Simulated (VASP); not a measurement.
Ba, 1 atom in the cell. The structure is orthorhombic, space group Cmmm (No. 65). The conventional cell has a = 3.715 Å, b = 6.935 Å, c = 5.985 Å, α = 90.00°, β = 90.00°, γ = 90.00°. Ba (site symmetry mmm) has 6 Ba at 3.71 to 3.93 Å within 4.9 Å.  This cell differs from its parent crystal: strain -0.050 along x and y, +0.050 along z.

```yaml
Program: VASP 6.6.1
Task: single point
Functional: LDA
Potentials_or_basis: VASP PAW LDA potentials, release 64 (Ba_sv)
Cutoff: 520 eV
k_mesh: 14 × 14 × 8
Occupations: gaussian, width 0.15 eV
Spin: no spin polarisation
Dipole_correction: no
Further_INCAR_settings: ALGO = Fast; EDIFF = 1e-07; NBANDS = 11
```

Potentials or basis: VASP PAW LDA potentials, release 64 (Ba_sv).

Command:

```bash
$ cat potpaw_LDA.64/Ba_sv/POTCAR > POTCAR
$ mpirun -np 1 vasp_std > vasp.out
```

Hardware: 1 thread of Intel(R) Xeon(R) 6975P-C (Granite Rapids) (shared host).

**Question.** How long does it take, and how much memory?

**Answer.** It took 2.1 min on 1 thread of Intel(R) Xeon(R) 6975P-C (Granite Rapids) (shared host), peak memory 0.35 GiB. Counts: scf iterations 15, k points 285.
